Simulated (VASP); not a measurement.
# SrC2 (R-3m) in VASP: further runs

SrC2 is run at these levels: LDA; tasks: single point.

Program: VASP 6.6.1. These are calculated values, not measurements. Logs are shortened: lines on timing, memory, paths and dates and some standing lists are left out, and cuts for length are marked.

### Step 1. The cell of the first run

It takes space group R-3m (No. 166, trigonal). The conventional cell has a = 4.632 Å, b = 4.632 Å, c = 6.366 Å, α = 90.00°, β = 90.00°, γ = 120.00°. Within 3.4 Å of Sr (site symmetry -3m) lie 14 C at 2.60 to 3.14 Å. C (site symmetry 3m) has 1 C at 1.17 Å within 1.6 Å.

### Step 2. Single point, LDA (strain -0.080 along x and y, -0.080 along z)

INCAR

```
SYSTEM = SrC2
ALGO     = Normal         ! electronic algorithm
EDIFF    = 1E-6           ! SCF threshold, eV
ENCUT    = 520            ! plane-wave cutoff, eV
GGA      = CA             ! functional
ISIF     = 2              ! what is computed and relaxed
ISMEAR   = 0              ! smearing method
LASPH    = .True.         ! aspherical terms in the spheres
LCHARG   = .False.        ! write CHGCAR
LREAL    = .False.        ! projectors in reciprocal space
LWAVE    = .False.        ! write WAVECAR
NBANDS   = 16             ! bands
NELM     = 60             ! most SCF steps
PREC     = Accurate       ! precision mode
SIGMA    = 0.05           ! smearing width, eV
```

KPOINTS

```
k-points
0
Gamma
  9 9 9
  0 0 0
```

POSCAR

```
SrC2
1.0
    2.3159395519      1.3371083237      2.1221293976
   -2.3159395519      1.3371083237      2.1221293976
    0.0000000000     -2.6742166475      2.1221293976
Sr C
1 2
Direct
    0.0000000000      0.0000000000      0.0000000000
    0.5915580000      0.5915580000      0.5915580000
    0.4084420000      0.4084420000      0.4084420000
```

Potentials or basis: VASP PAW LDA potentials, release 64 (Sr_sv, C).

On the command line:

```console
> cat potpaw_LDA.64/Sr_sv/POTCAR potpaw_LDA.64/C/POTCAR > POTCAR
> mpirun -np 1 vasp_std > vasp.out
```

OUTCAR:

```text
SYSTEM = SrC2
   EDIFF = 1E-6
   ENCUT = 520
   GGA = CA
   ISIF = 2
   ISMEAR = 0
   LASPH = .True.
   LREAL = .False.
   NELM = 60
   PREC = Accurate

 ion  position               nearest neighbor table
   1  0.000  0.000  0.000-   2 2.60   3 2.60   2 2.72   2 2.72   3 2.72   3 2.72   2 2.72   3 2.72
                             2 3.14   3 3.14   3 3.14   2 3.14   3 3.14   2 3.14
   2  0.592  0.592  0.592-   3 1.17   1 2.60   1 2.72   1 2.72   1 2.72   1 3.14   1 3.14   1 3.14

   3  0.408  0.408  0.408-   2 1.17   1 2.60   1 2.72   1 2.72   1 2.72   1 3.14   1 3.14   1 3.14

  LATTYP: Found a trigonal (rhomboedric) cell.
 ALAT       =     3.4139226496
 COS(alpha) =     0.0795990013

  Lattice vectors:

 A1 = (   2.3159395519,   1.3371083237,   2.1221293976)
 A2 = (  -2.3159395519,   1.3371083237,   2.1221293976)
 A3 = (   0.0000000000,  -2.6742166475,   2.1221293976)

Analysis of symmetry for initial positions (statically):
=====================================================================
 Subroutine PRICEL returns:
 Original cell was already a primitive cell.

 Routine SETGRP: Setting up the symmetry group for a
 trigonal (rhombohedral) supercell.

 Subroutine GETGRP returns: Found 12 space group operations
 (whereof 12 operations were pure point group operations)
 out of a pool of 12 trial point group operations.

The static configuration has the point symmetry D_3d.

Analysis of symmetry for dynamics (positions and initial velocities):
=====================================================================
 Subroutine PRICEL returns:
 Original cell was already a primitive cell.

 Routine SETGRP: Setting up the symmetry group for a
 trigonal (rhombohedral) supercell.

 Subroutine GETGRP returns: Found 12 space group operations
 (whereof 12 operations were pure point group operations)
 out of a pool of 12 trial point group operations.

The dynamic configuration has the point symmetry D_3d.

 Subroutine INISYM returns: Found 12 space group operations
 (whereof 12 operations are pure point group operations),
 and found     1 'primitive' translations

----------------------------------------------------------------------------------------

                                     Primitive cell

  volume of cell :      39.4291

  direct lattice vectors                    reciprocal lattice vectors
     2.315939552  1.337108324  2.122129398     0.215895100  0.124647094  0.157074933
    -2.315939552  1.337108324  2.122129398    -0.215895100  0.124647094  0.157074933
     0.000000000 -2.674216648  2.122129398     0.000000000 -0.249294188  0.157074933

  length of vectors
     3.413922650  3.413922650  3.413922650     0.294652552  0.294652552  0.294652552

  position of ions in fractional coordinates (direct lattice)
     0.000000000  0.000000000  0.000000000
     0.591558000  0.591558000  0.591558000
     0.408442000  0.408442000  0.408442000

  ion indices of the primitive-cell ions
   primitive index   ion index
                 1           1
                 2           2
                 3           3

----------------------------------------------------------------------------------------

 KPOINTS: k-points

Automatic generation of k-mesh.
 Grid dimensions read from file:
 generate k-points for:    9    9    9

 Generating k-lattice:

  Cartesian coordinates                     Fractional coordinates (reciprocal lattice)
     0.023988344  0.013849677  0.017452770     0.111111111  0.000000000 -0.000000000
    -0.023988344  0.013849677  0.017452770     0.000000000  0.111111111 -0.000000000
     0.000000000 -0.027699354  0.017452770    -0.000000000 -0.000000000  0.111111111

  Length of vectors
     0.032739172  0.032739172  0.032739172

  Shift w.r.t. Gamma in fractional coordinates (k-lattice)
     0.000000000  0.000000000  0.000000000

 Subroutine IBZKPT returns following result:
 ===========================================

 Found     85 irreducible k-points:

 Following reciprocal coordinates:
            Coordinates               Weight
  0.000000  0.000000  0.000000      1.000000
  0.111111  0.000000  0.000000      6.000000
  0.222222  0.000000  0.000000      6.000000
  0.333333 -0.000000  0.000000      6.000000
  0.444444  0.000000  0.000000      6.000000
  0.111111  0.111111  0.000000      6.000000
[... 16 lines left out ...]
 -0.333333  0.333333  0.000000      6.000000
  0.444444  0.444444  0.000000      6.000000
 [... further k-points ...]
   k-points           NKPTS =     85   k-points in BZ     NKDIM =     85   number of bands    NBANDS=     16
   number of dos      NEDOS =    301   number of ions     NIONS =      3
   total plane-waves  NPLWV =  21952
   dimension x,y,z NGX =    28 NGY =   28 NGZ =   28
   dimension x,y,z NGXF=    56 NGYF=   56 NGZF=   56
   ions per type =               1   2
   NGX,Y,Z   is equivalent  to a cutoff of  13.64, 13.64, 13.64 a.u.
   NGXF,Y,Z  is equivalent  to a cutoff of  27.27, 27.27, 27.27 a.u.
 SYSTEM =  SrC2
   PREC   = accura    normal or accurate (medium, high low for compatibility)
   ISTART =      0    job   : 0-new  1-cont  2-samecut
   ICHARG =      2    charge: 1-file 2-atom 10-const
   ISPIN  =      1    spin polarized calculation?
   LNONCOLLINEAR =      F non collinear calculations
   LSORBIT =      F    spin-orbit coupling
   LASPH  =      T    aspherical Exc in radial PAW
   ENCUT  =  520.0 eV  38.22 Ry    6.18 a.u.   6.35  6.35  6.35*2*pi/ulx,y,z
   NELM   =     60;   NELMIN=  2; NELMDL= -5     # of ELM steps
   EDIFF  = 0.1E-05   stopping-criterion for ELM
   LREAL  =      F    real-space projection
   EDIFFG = 0.1E-04   stopping-criterion for IOM
   NSW    =      0    number of steps for IOM
   IBRION =     -1    ionic relax: 0-MD 1-quasi-New 2-CG
   NFREE  =      0    steps in history (QN), initial steepest desc. (CG)
   ISIF   =      2    stress and relaxation
   ISYM   =      2    0-nonsym 1-usesym 2-fastsym
   POTIM  = 0.5000    time-step for ionic-motion
   TEBEG  =    0.0;   TEEND  =   0.0 temperature during run
   PSTRESS=    0.0 pullay stress
   NELECT =      18.0000    total number of electrons
   NUPDOWN=      -1.0000    fix difference up-down
   EMIN   =  10.00;   EMAX   =-10.00  energy-range for DOS
   EFERMI =   0.00;   METHOD = LEGACY
   ISMEAR =     0;   SIGMA  =   0.05  broadening in eV -4-tet -1-fermi 0-gaus
   EFERMI_NEDOS =   21; number of points for ismear=-14 and -15
   IALGO  =     38    algorithm
   IMIX   =      4    mixing-type and parameters
     AMIX     =   0.40;   BMIX     =  1.00
     AMIX_MAG =   1.60;   BMIX_MAG =  1.00
  volume/ion in A,a.u.               =      13.14        88.69
  Fermi-wavevector in a.u.,A,eV,Ry     =   1.260550  2.382094 21.619466  1.588986
  Thomas-Fermi vector in A             =   2.394054
   LORBIT       =      0    0 simple, 1 ext, 2 COOP (PROOUT), +10 PAW based schemes
   GGA     = CA    functional components
   LHFCALC =     F    Hartree Fock is set to
   AEXX    =    0.0000 exact exchange contribution
   IVDW    =     0    specifies the selected vdW correction
   LEPSILON=     F    determine dielectric tensor
   LRPA    =     F    only Hartree local field effects (RPA)
 non-spin polarized calculation
 Gauss-broadening in eV      SIGMA  =   0.05
  energy-cutoff  :      520.00
  volume of cell :       39.43
 maximum number of plane-waves:      1082
 NGX is ok and might be reduce to    28
   NGX = 13   NGY = 13   NGZ = 13

 number of electron      17.9999999 magnetization

 Free energy of the ion-electron system (eV)
  ---------------------------------------------------
  ext. energy  EPLUGINS =         0.00000000
  ---------------------------------------------------
  free energy    TOTEN  =       -20.86798176 eV

  energy without entropy =      -20.86798176  energy(sigma->0) =      -20.86798176

 E-fermi :   3.9283     XC(G=0): -11.0999

 val. band max:        3.6101206007   @ k =  -0.4444   0.4444   0.4444
 cond. band min:       4.4626045654   @ k =   0.0000   0.0000   0.0000
 fundamental gap:      0.8524839647
 Fermi energy:         3.9283215349

 k-point     1 :       0.0000    0.0000    0.0000
  band No.  band energies     occupation
      1     -29.8461      2.00000
      2     -11.7486      2.00000
      3     -11.7486      2.00000
      4     -11.5999      2.00000
      5     -10.3526      2.00000
      6       0.4476      2.00000
[... 8 lines left out ...]
     15      14.1457      0.00000
     16      14.5486      0.00000

 k-point     2 :       0.1111    0.0000    0.0000
  band No.  band energies     occupation
      1     -29.8351      2.00000
      2     -11.9833      2.00000
      3     -11.7349      2.00000
      4     -11.6163      2.00000
      5     -10.1277      2.00000
      6       0.1488      2.00000
[... 8 lines left out ...]
     15      13.9980      0.00000
     16      14.0422      0.00000

 k-point     3 :       0.2222    0.0000    0.0000
  band No.  band energies     occupation
      1     -29.8070      2.00000
      2     -12.4672      2.00000
      3     -11.7001      2.00000
      4     -11.5916      2.00000
      5      -9.7201      2.00000
      6      -0.6112      2.00000
[... 8 lines left out ...]
     15      13.0762      0.00000
     16      13.7869      0.00000

 k-point     4 :       0.3333   -0.0000    0.0000
  band No.  band energies     occupation
      1     -29.7747      2.00000
      2     -12.8993      2.00000
      3     -11.6599      2.00000
      4     -11.5562      2.00000
      5      -9.3553      2.00000
      6      -1.3632      2.00000
[... 8 lines left out ...]
     15      12.3647      0.00000
     16      13.6140      0.00000
[... 324 lines left out ...]
 k-point    22 :      -0.4444    0.3333   -0.0000
  band No.  band energies     occupation
      1     -29.6880      2.00000
      2     -12.7310      2.00000
      3     -12.3702      2.00000
      4     -11.5025      2.00000
      5      -9.5398      2.00000
      6      -0.5437      2.00000
[... 8 lines left out ...]
     15      13.7610      0.00000
     16      14.2579      0.00000

 k-point    23 :      -0.3333    0.3333    0.0000
  band No.  band energies     occupation
      1     -29.7072      2.00000
      2     -12.6623      2.00000
      3     -12.3893      2.00000
      4     -11.5218      2.00000
      5      -9.4090      2.00000
      6      -0.3364      2.00000
[... 8 lines left out ...]
     15      13.2715      0.00000
     16      13.7274      0.00000

 k-point    24 :       0.4444    0.4444    0.0000
  band No.  band energies     occupation
      1     -29.6692      2.00000
      2     -12.6162      2.00000
      3     -12.4918      2.00000
      4     -11.4837      2.00000
      5      -9.7555      2.00000
      6      -0.4321      2.00000
[... 8 lines left out ...]
     15      14.3459      0.00000
     16      14.8995      0.00000

 [... further k-points ...]

------------------------ aborting loop because EDIFF is reached ----------------------------------------

  FORCE on cell =-STRESS in cart. coord.  units (eV):
  Direction    XX          YY          ZZ          XY          YZ          ZX
  --------------------------------------------------------------------------------------
  -------------------------------------------------------------------------------------
  Total        2.5731473      2.5731473     15.4551145      0.0000000     -0.0000000      0.0000000
  in kB      104.5582514    104.5582514    628.0090270      0.0000000     -0.0000000      0.0000000
  external PRESSURE =     279.0418432 kB  Pullay stress =       0.0000000 kB

 VOLUME and BASIS-vectors are now :
 -----------------------------------------------------------------------------
  energy-cutoff  :      520.00
  volume of cell :       39.43
      direct lattice vectors                 reciprocal lattice vectors
     2.315939552  1.337108324  2.122129398     0.215895100  0.124647094  0.157074933
    -2.315939552  1.337108324  2.122129398    -0.215895100  0.124647094  0.157074933
     0.000000000 -2.674216648  2.122129398     0.000000000 -0.249294188  0.157074933

 POSITION                                       TOTAL-FORCE (eV/Angst)
 -----------------------------------------------------------------------------------
      0.00000      0.00000      0.00000        -0.000000      0.000000      0.000000
      0.00000     -0.00000      3.76609         0.000000     -0.000000      8.309687
      0.00000     -0.00000      2.60030         0.000000      0.000000     -8.309687
 -----------------------------------------------------------------------------------
    total drift:                               -0.000000      0.000000      0.000000

  FREE ENERGIE OF THE ION-ELECTRON SYSTEM (eV)
  ---------------------------------------------------
  free  energy   TOTEN  =       -20.8679817552 eV

  energy  without entropy=      -20.8679817552  energy(sigma->0) =      -20.86798176
```

It took 27 s on 1 thread of Intel Xeon Platinum 8488C (Sapphire Rapids), shared host; peak memory 0.17 GiB.

Results:

| Property | Result |
| --- | --- |
| Free energy | -20.8680 eV |
| Pressure | 27.9 GPa |
| Largest force | 8.310 eV/Å |
| Band gap on the k mesh | 0.85 eV, indirect (least direct gap 2.26 eV) |

Forces in eV/Å, atoms in the order of the input:
```
Sr   0.000  0.000  0.000
C    0.000  0.000  8.310
C    0.000  0.000 -8.310
```

Stress tensor (GPa, compression positive):
```
10.46  0.00  0.00
 0.00 10.46  0.00
 0.00  0.00 62.80
```

Caveat: the cell differs from its parent crystal (strain -0.080 along x and y, -0.080 along z); forces of over 1 eV/Å act on the atoms, so gaps and moduli don't describe the material at rest. A k mesh can miss the band edges.

(Part 1 of 2 ends here.)
